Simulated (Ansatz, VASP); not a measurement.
One calculation of H6Pb, two programs

```
H Pb
1.0
    -2.30697    2.30697    2.30697
     2.30697   -2.30697    2.30697
     2.30697    2.30697   -2.30697
H Pb
6 1
Direct
  0.50000 0.75000 0.25000
  0.50000 0.25000 0.75000
  0.25000 0.50000 0.75000
  0.75000 0.50000 0.25000
  0.75000 0.25000 0.50000
  0.25000 0.75000 0.50000
  0.00000 0.00000 0.00000
```

Alike in both runs: functional PBE; k mesh 12 × 12 × 12; occupations gaussian, width 0.1 eV; no spin polarisation.

Ansatz relaxed the structure, and its values are those at the end. VASP's run is a single point on that final structure, the one shown.

|  | VASP | Ansatz |
| --- | --- | --- |
| version | VASP 6.6.1 | Ansatz 0.2.0 |
| potentials or method | VASP PAW PBE potentials, release 64 (H, Pb_d), cutoff 520 eV | scalar-relativistic, plane waves, PAW |
| valence electrons in the cell | 20 | 20 |

VASP gave:

```
gap on the k mesh at the Fermi level (eV) : none
pressure (GPa)                            : -0.2
```

Problem. Estimate Ansatz's values.

Solution. gap on the k mesh at the Fermi level (eV): none; pressure (GPa): 0.0.

A gap of «none» marks a metal or a gap that the smearing closes. The functional is the same, so the differences come from potentials, cutoffs and numerics.

Spin-orbit coupling is off throughout.
